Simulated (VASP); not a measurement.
# Si7Sn (Im-3m) in VASP: density of states with PBE

Aim: the density of states of Si7Sn with PBE.

Everything below comes from runs of VASP 6.6.1. Logs are shortened: lines on timing, memory, paths and dates and some standing lists are left out, and cuts for length are marked.

### 1 The cell of the first run

Symmetry: Im-3m, No. 229, cubic system. Conventional cell: a = 6.422 Å, b = 6.422 Å, c = 6.422 Å, α = 90.00°, β = 90.00°, γ = 90.00°. Within 3.7 Å of Si (site symmetry 4/mmm) lie 12 Si at 2.78 to 3.21 Å and 2 Sn at 3.21 Å. Si (site symmetry -3m) has 12 Si at 2.78 to 3.21 Å and 2 Sn at 2.78 Å within 3.7 Å. Sn (site symmetry m-3m) has 14 Si at 2.78 to 3.21 Å within 3.7 Å.

### 2 Density of states, PBE

The input, POSCAR:

```
Si7Sn
1.0
   -3.2112254701      3.2112254701      3.2112254701
    3.2112254701     -3.2112254701      3.2112254701
    3.2112254701      3.2112254701     -3.2112254701
Si Sn
7 1
Direct
    0.0000000000      0.5000000000      0.5000000000
    0.5000000000      0.5000000000      0.0000000000
    0.5000000000      0.0000000000      0.5000000000
    0.0000000000      0.0000000000      0.5000000000
    0.0000000000      0.5000000000      0.0000000000
    0.5000000000      0.0000000000      0.0000000000
    0.5000000000      0.5000000000      0.5000000000
    0.0000000000      0.0000000000      0.0000000000
```

The input, INCAR.step1:

```
SYSTEM = Si7Sn
PREC = Accurate
ENCUT = 520
EDIFF = 1E-6
ISMEAR = 0
SIGMA = 0.1
LREAL = .False.
LASPH = .True.
NELM = 100
ALGO = Normal
ISIF = 2
LWAVE = .False.
LCHARG = .True.
GGA = PE
NBANDS = 31
```

The input, KPOINTS.step1:

```
regular mesh
0
Gamma
  8 8 8
  0 0 0
```

The input, INCAR.step2:

```
SYSTEM = Si7Sn
PREC = Accurate
ENCUT = 520
EDIFF = 1E-6
ISMEAR = -5
SIGMA = 0.1
LREAL = .False.
LASPH = .True.
NELM = 100
ALGO = Normal
ISIF = 2
LWAVE = .False.
LCHARG = .False.
GGA = PE
LORBIT = 10
NBANDS = 31
NEDOS = 1001
ICHARG = 11
```

The input, KPOINTS.step2:

```
regular mesh
0
Gamma
  12 12 12
  0 0 0
```

Potentials or basis: VASP PAW PBE potentials, release 64 (Si, Sn_d).

Launch:

```sh
cat potpaw_PBE.64/Si/POTCAR potpaw_PBE.64/Sn_d/POTCAR > POTCAR
cp INCAR.step1 INCAR
cp KPOINTS.step1 KPOINTS
mpirun -np 1 vasp_std > vasp.out
cp INCAR.step2 INCAR
cp KPOINTS.step2 KPOINTS
mpirun -np 1 vasp_std > vasp.out
```

OUTCAR:

```text
SYSTEM = Si7Sn
   PREC = Accurate
   ENCUT = 520
   EDIFF = 1E-6
   ISMEAR = -5
   LREAL = .False.
   LASPH = .True.
   NELM = 100
   ISIF = 2
   GGA = PE
   LORBIT = 10
   ICHARG = 11

 ion  position               nearest neighbor table
   1  0.000  0.500  0.500-   4 2.78   5 2.78   6 2.78   7 2.78   5 2.78   4 2.78   7 2.78   6 2.78
                             8 3.21   8 3.21
   2  0.500  0.500  0.000-   4 2.78   5 2.78   6 2.78   7 2.78   7 2.78   6 2.78   5 2.78   4 2.78
                             8 3.21   8 3.21
   3  0.500  0.000  0.500-   4 2.78   5 2.78   6 2.78   7 2.78   6 2.78   7 2.78   4 2.78   5 2.78
                             8 3.21   8 3.21
   4  0.000  0.000  0.500-   1 2.78   2 2.78   3 2.78   8 2.78   8 2.78   1 2.78   3 2.78   2 2.78
[... 5 lines left out ...]
   7  0.500  0.500  0.500-   1 2.78   2 2.78   3 2.78   8 2.78   2 2.78   3 2.78   1 2.78   8 2.78

   8  0.000  0.000  0.000-   4 2.78   5 2.78   6 2.78   7 2.78   4 2.78   5 2.78   6 2.78   7 2.78
                             3 3.21   1 3.21   1 3.21   3 3.21   2 3.21   2 3.21

  LATTYP: Found a body centered cubic cell.
 ALAT       =     6.4224509402

  Lattice vectors:

 A1 = (  -3.2112254701,   3.2112254701,   3.2112254701)
 A2 = (   3.2112254701,  -3.2112254701,   3.2112254701)
 A3 = (   3.2112254701,   3.2112254701,  -3.2112254701)

Analysis of symmetry for initial positions (statically):
=====================================================================
 Subroutine PRICEL returns:
 Original cell was already a primitive cell.

 Routine SETGRP: Setting up the symmetry group for a
 body centered cubic supercell.

 Subroutine GETGRP returns: Found 48 space group operations
 (whereof 48 operations were pure point group operations)
 out of a pool of 48 trial point group operations.

The static configuration has the point symmetry O_h .

Analysis of symmetry for dynamics (positions and initial velocities):
=====================================================================
 Subroutine PRICEL returns:
 Original cell was already a primitive cell.

 Routine SETGRP: Setting up the symmetry group for a
 body centered cubic supercell.

 Subroutine GETGRP returns: Found 48 space group operations
 (whereof 48 operations were pure point group operations)
 out of a pool of 48 trial point group operations.

The dynamic configuration has the point symmetry O_h .

 Subroutine INISYM returns: Found 48 space group operations
[... 122 lines left out ...]
   NELECT =      42.0000    total number of electrons
   NUPDOWN=      -1.0000    fix difference up-down
   EMIN   =  10.00;   EMAX   =-10.00  energy-range for DOS
   EFERMI =   0.00;   METHOD = LEGACY
   ISMEAR =    -5;   SIGMA  =   0.10  broadening in eV -4-tet -1-fermi 0-gaus
   EFERMI_NEDOS =   21; number of points for ismear=-14 and -15
   IALGO  =     38    algorithm
   IMIX   =      4    mixing-type and parameters
     AMIX     =   0.40;   BMIX     =  1.00
     AMIX_MAG =   1.60;   BMIX_MAG =  1.00
  volume/ion in A,a.u.               =      16.56       111.73
  Fermi-wavevector in a.u.,A,eV,Ry     =   1.116350  2.109596 16.956095  1.246238
  Thomas-Fermi vector in A             =   2.252963
   LORBIT       =     10    0 simple, 1 ext, 2 COOP (PROOUT), +10 PAW based schemes
   GGA     = PE    functional components
   LHFCALC =     F    Hartree Fock is set to
   AEXX    =    0.0000 exact exchange contribution
   IVDW    =     0    specifies the selected vdW correction
   LEPSILON=     F    determine dielectric tensor
   LRPA    =     F    only Hartree local field effects (RPA)
 non-spin polarized calculation
 Fermi weights with tetrahedron method with Bloechl corrections
  energy-cutoff  :      520.00
  volume of cell :      132.46
 maximum number of plane-waves:      3592
 NGX is ok and might be reduce to    42

 number of electron      42.0000006 magnetization

 Free energy of the ion-electron system (eV)
  ---------------------------------------------------
  ext. energy  EPLUGINS =         0.00000000
  ---------------------------------------------------
  free energy    TOTEN  =       -36.89311985 eV

  energy without entropy =      -36.89311985  energy(sigma->0) =      -36.89311985

 E-fermi :   9.2439     XC(G=0): -10.9452

 val. band max:        9.2505469474   @ k =   0.4167   0.0000   0.0000
 cond. band min:       8.8804544776   @ k =   0.1667   0.1667   0.1667
 fundamental gap:     -0.3700924698
 Fermi energy:         9.2438881839

 k-point     1 :       0.0000    0.0000    0.0000
  band No.  band energies     occupation
      1     -12.3409      2.00000
      2     -12.3409      2.00000
      3     -12.3409      2.00000
      4     -12.2973      2.00000
      5     -12.2973      2.00000
      6      -4.1768      2.00000
[... 805 lines left out ...]
     30      13.9129      0.00000
     31      14.1190      0.00000

 [... further k-points ...]
[... 5 lines left out ...]
  --------------------------------------------------------------------------------------
  -------------------------------------------------------------------------------------
  Total       -0.1548937     -0.1548937     -0.1548937     -0.0000000     -0.0000000      0.0000000
  in kB       -1.8735792     -1.8735792     -1.8735792     -0.0000000     -0.0000000      0.0000000
  external PRESSURE =      -1.8735792 kB  Pullay stress =       0.0000000 kB

 VOLUME and BASIS-vectors are now :
 -----------------------------------------------------------------------------
  energy-cutoff  :      520.00
  volume of cell :      132.46
      direct lattice vectors                 reciprocal lattice vectors
    -3.211225470  3.211225470  3.211225470     0.000000000  0.155703797  0.155703797
     3.211225470 -3.211225470  3.211225470     0.155703797  0.000000000  0.155703797
     3.211225470  3.211225470 -3.211225470     0.155703797  0.155703797  0.000000000

 POSITION                                       TOTAL-FORCE (eV/Angst)
 -----------------------------------------------------------------------------------
      3.21123      0.00000      0.00000        -0.000000     -0.000000      0.000000
      0.00000      0.00000      3.21123        -0.000000     -0.000000     -0.000000
      0.00000      3.21123      0.00000        -0.000000      0.000000     -0.000000
      1.60561      1.60561     -1.60561         0.000000     -0.000000     -0.000000
      1.60561     -1.60561      1.60561         0.000000      0.000000      0.000000
     -1.60561      1.60561      1.60561        -0.000000     -0.000000     -0.000000
      1.60561      1.60561      1.60561        -0.000000     -0.000000      0.000000
      0.00000      0.00000      0.00000         0.000000      0.000000     -0.000000
 -----------------------------------------------------------------------------------
    total drift:                               -0.000000     -0.000000      0.000000

  FREE ENERGIE OF THE ION-ELECTRON SYSTEM (eV)
  ---------------------------------------------------
  free  energy   TOTEN  =       -36.8931198488 eV

  energy  without entropy=      -36.8931198488  energy(sigma->0) =      -36.89311985

 total charge

# of ion       s       p       d       tot
------------------------------------------
    1        0.855   0.666   0.000   1.521
    2        0.855   0.666   0.000   1.521
    3        0.855   0.666   0.000   1.521
    4        0.858   0.684   0.000   1.542
    5        0.858   0.684   0.000   1.542
    6        0.858   0.684   0.000   1.542
    7        0.858   0.684   0.000   1.542
    8        1.209   1.115  10.086  12.410
--------------------------------------------------
tot          7.204   5.849  10.086  23.140
```

Wall time 4.5 min (1 thread of Intel Xeon Platinum 8259CL at 2.50GHz (Skylake/Cascade Lake), shared host); peak memory 0.4 GiB.

Results:

* Valence electrons inside the program's atomic spheres: Si 1.52, 1.54; Sn 12.41

Caveat: spin-orbit coupling is left out, which moves the levels of the heavy elements; tetrahedron occupations give inexact forces and stress in metals.
